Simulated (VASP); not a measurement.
# NaI (Pm-3m) in VASP: a series of runs

Runs on NaI. Level: PBE. Tasks: single point.

Everything below comes from runs of VASP 6.6.1. Logs are shortened: lines on timing, memory, paths and dates and some standing lists are left out, and cuts for length are marked.

### 1 The cell of the first run

The structure is cubic, space group Pm-3m (No. 221). Conventional cell: a = 3.678 Å, b = 3.678 Å, c = 3.678 Å, α = 90.00°, β = 90.00°, γ = 90.00°. Within 4.2 Å of Na (site symmetry m-3m) lie 8 I at 3.19 Å and 6 Na at 3.68 Å. I (site symmetry m-3m) has 8 Na at 3.19 Å and 6 I at 3.68 Å within 4.2 Å.

### 2 Single point, PBE (Cl replaced by I, lengths x 1.083, strained)

INCAR reads:

```
SYSTEM = NaI
PREC = Accurate ; ENCUT = 520
EDIFF = 1E-6 ; ISMEAR = 0
SIGMA = 0.1 ; LREAL = .FALSE.
LASPH = .TRUE. ; NELM = 100
ALGO = Normal ; ISIF = 2
LWAVE = .FALSE. ; LCHARG = .TRUE.
GGA = PE ; LELF = .TRUE.
LVHAR = .TRUE. ; NBANDS = 14
```

KPOINTS reads:

```
regular mesh
0
G
  6 6 6
  0 0 0
```

POSCAR reads:

```
NaI
1.0
    3.6781865734      0.0000000000      0.0000000000
    0.0000000000      3.6781865734      0.0000000000
    0.0000000000      0.0000000000      3.6781865734
Na I
1 1
Direct
    0.0000000000      0.0000000000      0.0000000000
    0.5000000000      0.5000000000      0.5000000000
```

Potentials or basis: VASP PAW PBE potentials, release 64 (Na_pv, I).

Launch:

```console
$ cat potpaw_PBE.64/Na_pv/POTCAR potpaw_PBE.64/I/POTCAR > POTCAR
$ mpirun -np 1 vasp_std > vasp.out
```

OUTCAR:

```text
SYSTEM = NaI
   PREC = Accurate
   ENCUT = 520
   EDIFF = 1E-6
   ISMEAR = 0
   LREAL = .FALSE.
   LASPH = .TRUE.
   NELM = 100
   ISIF = 2
   GGA = PE

 ion  position               nearest neighbor table
   1  0.000  0.000  0.000-
   2  0.500  0.500  0.500-

  LATTYP: Found a simple cubic cell.
 ALAT       =     3.6781865734

  Lattice vectors:

 A1 = (   3.6781865734,   0.0000000000,   0.0000000000)
 A2 = (   0.0000000000,   3.6781865734,   0.0000000000)
 A3 = (   0.0000000000,   0.0000000000,   3.6781865734)

Analysis of symmetry for initial positions (statically):
=====================================================================
 Subroutine PRICEL returns:
 Original cell was already a primitive cell.

 Routine SETGRP: Setting up the symmetry group for a
 simple cubic supercell.

 Subroutine GETGRP returns: Found 48 space group operations
 (whereof 48 operations were pure point group operations)
 out of a pool of 48 trial point group operations.

The static configuration has the point symmetry O_h .

Analysis of symmetry for dynamics (positions and initial velocities):
=====================================================================
 Subroutine PRICEL returns:
 Original cell was already a primitive cell.

 Routine SETGRP: Setting up the symmetry group for a
 simple cubic supercell.

 Subroutine GETGRP returns: Found 48 space group operations
 (whereof 48 operations were pure point group operations)
 out of a pool of 48 trial point group operations.

The dynamic configuration has the point symmetry O_h .

 Subroutine INISYM returns: Found 48 space group operations
 (whereof 48 operations are pure point group operations),
 and found     1 'primitive' translations

----------------------------------------------------------------------------------------

                                     Primitive cell

  volume of cell :      49.7624

  direct lattice vectors                    reciprocal lattice vectors
     3.678186573  0.000000000  0.000000000     0.271873104  0.000000000  0.000000000
     0.000000000  3.678186573  0.000000000     0.000000000  0.271873104  0.000000000
     0.000000000  0.000000000  3.678186573     0.000000000  0.000000000  0.271873104

  length of vectors
     3.678186573  3.678186573  3.678186573     0.271873104  0.271873104  0.271873104

  position of ions in fractional coordinates (direct lattice)
     0.000000000  0.000000000  0.000000000
     0.500000000  0.500000000  0.500000000

  ion indices of the primitive-cell ions
   primitive index   ion index
                 1           1
                 2           2

----------------------------------------------------------------------------------------

 KPOINTS: regular mesh

Automatic generation of k-mesh.
 Grid dimensions read from file:
 generate k-points for:    6    6    6

 Generating k-lattice:

  Cartesian coordinates                     Fractional coordinates (reciprocal lattice)
     0.045312184  0.000000000  0.000000000     0.166666667  0.000000000  0.000000000
     0.000000000  0.045312184  0.000000000     0.000000000  0.166666667  0.000000000
     0.000000000  0.000000000  0.045312184     0.000000000  0.000000000  0.166666667

  Length of vectors
     0.045312184  0.045312184  0.045312184

  Shift w.r.t. Gamma in fractional coordinates (k-lattice)
     0.000000000  0.000000000  0.000000000

 Subroutine IBZKPT returns following result:
 ===========================================

 Found     20 irreducible k-points:

 Following reciprocal coordinates:
            Coordinates               Weight
  0.000000  0.000000  0.000000      1.000000
  0.166667  0.000000  0.000000      6.000000
  0.333333  0.000000  0.000000      6.000000
  0.500000  0.000000  0.000000      3.000000
  0.166667  0.166667  0.000000     12.000000
  0.333333  0.166667  0.000000     24.000000
[... 12 lines left out ...]
  0.500000  0.500000  0.333333      6.000000
  0.500000  0.500000  0.500000      1.000000
   k-points           NKPTS =     20   k-points in BZ     NKDIM =     20   number of bands    NBANDS=     14
   number of dos      NEDOS =    301   number of ions     NIONS =      2
   total plane-waves  NPLWV =  21952
   dimension x,y,z NGX =    28 NGY =   28 NGZ =   28
   dimension x,y,z NGXF=    56 NGYF=   56 NGZF=   56
   ions per type =               1   1
   NGX,Y,Z   is equivalent  to a cutoff of  12.66, 12.66, 12.66 a.u.
   NGXF,Y,Z  is equivalent  to a cutoff of  25.31, 25.31, 25.31 a.u.
 SYSTEM =  NaI
   PREC   = accura    normal or accurate (medium, high low for compatibility)
   ISTART =      0    job   : 0-new  1-cont  2-samecut
   ICHARG =      2    charge: 1-file 2-atom 10-const
   ISPIN  =      1    spin polarized calculation?
   LNONCOLLINEAR =      F non collinear calculations
   LSORBIT =      F    spin-orbit coupling
   LASPH  =      T    aspherical Exc in radial PAW
   ENCUT  =  520.0 eV  38.22 Ry    6.18 a.u.   6.84  6.84  6.84*2*pi/ulx,y,z
   NELM   =    100;   NELMIN=  2; NELMDL= -5     # of ELM steps
   EDIFF  = 0.1E-05   stopping-criterion for ELM
   LREAL  =      F    real-space projection
   EDIFFG = 0.1E-04   stopping-criterion for IOM
   NSW    =      0    number of steps for IOM
   IBRION =     -1    ionic relax: 0-MD 1-quasi-New 2-CG
   NFREE  =      0    steps in history (QN), initial steepest desc. (CG)
   ISIF   =      2    stress and relaxation
   ISYM   =      2    0-nonsym 1-usesym 2-fastsym
   POTIM  = 0.5000    time-step for ionic-motion
   TEBEG  =    0.0;   TEEND  =   0.0 temperature during run
   PSTRESS=    0.0 pullay stress
   NELECT =      14.0000    total number of electrons
   NUPDOWN=      -1.0000    fix difference up-down
   EMIN   =  10.00;   EMAX   =-10.00  energy-range for DOS
   EFERMI =   0.00;   METHOD = LEGACY
   ISMEAR =     0;   SIGMA  =   0.10  broadening in eV -4-tet -1-fermi 0-gaus
   EFERMI_NEDOS =   21; number of points for ismear=-14 and -15
   IALGO  =     38    algorithm
   IMIX   =      4    mixing-type and parameters
     AMIX     =   0.40;   BMIX     =  1.00
     AMIX_MAG =   1.60;   BMIX_MAG =  1.00
  volume/ion in A,a.u.               =      24.88       167.91
  Fermi-wavevector in a.u.,A,eV,Ry     =   1.072714  2.027135 15.656419  1.150714
  Thomas-Fermi vector in A             =   2.208492
   LORBIT       =      0    0 simple, 1 ext, 2 COOP (PROOUT), +10 PAW based schemes
   GGA     = PE    functional components
   LHFCALC =     F    Hartree Fock is set to
   AEXX    =    0.0000 exact exchange contribution
   IVDW    =     0    specifies the selected vdW correction
   LEPSILON=     F    determine dielectric tensor
   LRPA    =     F    only Hartree local field effects (RPA)
 non-spin polarized calculation
 Gauss-broadening in eV      SIGMA  =   0.10
  energy-cutoff  :      520.00
  volume of cell :       49.76
 maximum number of plane-waves:      1376
 NGX is ok and might be reduce to    28
   NGX = 13   NGY = 13   NGZ = 13

 number of electron      14.0000007 magnetization

 Free energy of the ion-electron system (eV)
  ---------------------------------------------------
  ext. energy  EPLUGINS =         0.00000000
  ---------------------------------------------------
  free energy    TOTEN  =        -4.66257593 eV

  energy without entropy =       -4.66257593  energy(sigma->0) =       -4.66257593

 E-fermi :   5.1542     XC(G=0):  -9.0528

 val. band max:        4.7367880660   @ k =   0.5000   0.5000   0.0000
 cond. band min:       6.7423547477   @ k =   0.5000   0.5000   0.0000
 fundamental gap:      2.0055666817
 Fermi energy:         5.1542292146

 k-point     1 :       0.0000    0.0000    0.0000
  band No.  band energies     occupation
      1     -19.1871      2.00000
      2     -19.1871      2.00000
      3     -19.1871      2.00000
      4      -8.5311      2.00000
      5       3.6403      2.00000
      6       3.6403      2.00000
      7       3.6403      2.00000
      8       7.6012      0.00000
      9       9.4831      0.00000
     10       9.4831      0.00000
     11      17.4052      0.00000
     12      17.4052      0.00000
     13      17.4055      0.00000
     14      17.6211      0.00000

 k-point     2 :       0.1667    0.0000    0.0000
  band No.  band energies     occupation
      1     -19.1942      2.00000
      2     -19.1864      2.00000
      3     -19.1864      2.00000
      4      -8.3807      2.00000
      5       2.2476      2.00000
      6       3.7586      2.00000
      7       3.7586      2.00000
      8       8.3016      0.00000
      9       9.7516      0.00000
     10      10.9783      0.00000
     11      15.1876      0.00000
     12      15.1876      0.00000
     13      16.3994      0.00000
     14      16.9856      0.00000

 k-point     3 :       0.3333    0.0000    0.0000
  band No.  band energies     occupation
      1     -19.2083      2.00000
      2     -19.1849      2.00000
      3     -19.1849      2.00000
      4      -8.0415      2.00000
      5       0.4551      2.00000
      6       4.0175      2.00000
      7       4.0175      2.00000
      8       9.1650      0.00000
      9      10.5145      0.00000
     10      12.8427      0.00000
     11      13.4106      0.00000
     12      13.4106      0.00000
     13      14.5061      0.00000
     14      16.3390      0.00000
[... 256 lines left out ...]
 k-point    19 :       0.5000    0.5000    0.3333
  band No.  band energies     occupation
      1     -19.2059      2.00000
      2     -19.2059      2.00000
      3     -19.1992      2.00000
      4      -6.8560      2.00000
      5       1.1855      2.00000
      6       1.1855      2.00000
      7       2.0515      2.00000
      8       7.6859      0.00000
      9       8.9339      0.00000
     10       8.9339      0.00000
     11      12.9697      0.00000
     12      17.4540      0.00000
     13      20.1291      0.00000
     14      20.1291      0.00000

 k-point    20 :       0.5000    0.5000    0.5000
  band No.  band energies     occupation
      1     -19.2049      2.00000
      2     -19.2049      2.00000
      3     -19.2049      2.00000
      4      -6.6913      2.00000
      5       1.3859      2.00000
      6       1.3859      2.00000
      7       1.3859      2.00000
      8       8.1794      0.00000
      9       8.1794      0.00000
     10       8.1794      0.00000
     11      11.9647      0.00000
     12      20.9612      0.00000
     13      20.9612      0.00000
     14      20.9612      0.00000

------------------------ aborting loop because EDIFF is reached ----------------------------------------

  FORCE on cell =-STRESS in cart. coord.  units (eV):
  Direction    XX          YY          ZZ          XY          YZ          ZX
  --------------------------------------------------------------------------------------
  -------------------------------------------------------------------------------------
  Total        3.1387538      3.1387538      3.1387538     -0.0000000      0.0000000     -0.0000000
  in kB      101.0570382    101.0570382    101.0570382     -0.0000000      0.0000000     -0.0000000
  external PRESSURE =     101.0570382 kB  Pullay stress =       0.0000000 kB

 VOLUME and BASIS-vectors are now :
 -----------------------------------------------------------------------------
  energy-cutoff  :      520.00
  volume of cell :       49.76
      direct lattice vectors                 reciprocal lattice vectors
     3.678186573  0.000000000  0.000000000     0.271873104  0.000000000  0.000000000
     0.000000000  3.678186573  0.000000000     0.000000000  0.271873104  0.000000000
     0.000000000  0.000000000  3.678186573     0.000000000  0.000000000  0.271873104

 POSITION                                       TOTAL-FORCE (eV/Angst)
 -----------------------------------------------------------------------------------
      0.00000      0.00000      0.00000         0.000000      0.000000      0.000000
      1.83909      1.83909      1.83909         0.000000      0.000000      0.000000
 -----------------------------------------------------------------------------------
    total drift:                               -0.000000      0.000000      0.000000

  FREE ENERGIE OF THE ION-ELECTRON SYSTEM (eV)
  ---------------------------------------------------
  free  energy   TOTEN  =        -4.6625759312 eV

  energy  without entropy=       -4.6625759311  energy(sigma->0) =       -4.66257593
```

It took 7.4 s on 1 thread of Intel Xeon 6975P-C (Granite Rapids), shared host; peak memory 0.16 GiB.

What came out:

```
Free energy            : -4.6626 eV
Pressure               : 10.1 GPa
Band gap on the k mesh : 2.01 eV, direct
```

Levels at points of the mesh, in eV from the valence-band top:
```tsv
k point	band 4	band 5	band 6	band 7	band 8	band 9	band 10	band 11
(0.00, 0.00, 0.00)	-13.27	-1.10	-1.10	-1.10	2.86	4.75	4.75	12.67
(0.50, 0.00, 0.00)	-12.58	-5.01	-0.58	-0.58	5.02	6.52	7.62	8.01
(0.50, 0.50, 0.00)	-12.02	-4.04	-4.04	0.00	2.01	7.17	8.89	8.89
(0.50, 0.50, 0.50)	-11.43	-3.35	-3.35	-3.35	3.44	3.44	3.44	7.23
```

Caveat: the cell differs from its parent crystal (Cl replaced by I, lengths x 1.083, strained); spin-orbit coupling is left out, which moves the levels of the heavy elements.

### 3 Single point, PBE (Cl replaced by I, lengths x 1.083, strained)

INCAR reads:

```
PREC     = Accurate       # precision mode
ENCUT    = 520            # plane-wave cutoff, eV
EDIFF    = 1E-7           # SCF threshold, eV
ISMEAR   = 0              # smearing method
SIGMA    = 0.02           # smearing width, eV
LREAL    = F              # projectors in reciprocal space
LASPH    = T              # aspherical terms in the spheres
NELM     = 80             # most SCF steps
ALGO     = Normal         # electronic algorithm
ISIF     = 2              # what is computed and relaxed
LWAVE    = F              # write WAVECAR
LCHARG   = F              # write CHGCAR
GGA      = PE             # functional
NBANDS   = 14             # bands
```

KPOINTS reads:

```
regular mesh
0
Gamma
  8 8 8
```

POSCAR is that of step 2.

Potentials or basis: VASP PAW PBE potentials, release 64 (Na_pv, I).

Launch:

```console
$ cat potpaw_PBE.64/Na_pv/POTCAR potpaw_PBE.64/I/POTCAR > POTCAR
$ mpirun -np 1 vasp_std > vasp.out
```

It took 10 s on 1 thread of Intel Xeon 6975P-C (Granite Rapids), shared host; peak memory 0.16 GiB.

It converged, with:

| Quantity | Value |
| --- | --- |
| Free energy | -4.6673 eV |
| Pressure | 10.0 GPa |
| Band gap on the k mesh | 2.01 eV, direct |

Levels at points of the mesh, in eV from the valence-band top:
| k point | band 5 | band 6 | band 7 | band 8 | band 9 | band 10 |
| --- | --- | --- | --- | --- | --- | --- |
| (0.00, 0.00, 0.00) | -1.10 | -1.10 | -1.10 | 2.87 | 4.75 | 4.75 |
| (0.50, 0.00, 0.00) | -5.01 | -0.58 | -0.58 | 5.02 | 6.52 | 7.62 |
| (0.50, 0.50, 0.00) | -4.04 | -4.04 | 0.00 | 2.01 | 7.18 | 8.89 |
| (0.50, 0.50, 0.50) | -3.35 | -3.35 | -3.35 | 3.44 | 3.44 | 3.44 |

Caveat: the cell differs from its parent crystal (Cl replaced by I, lengths x 1.083, strained); spin-orbit coupling is left out, which moves the levels of the heavy elements. A k mesh can miss the band edges.
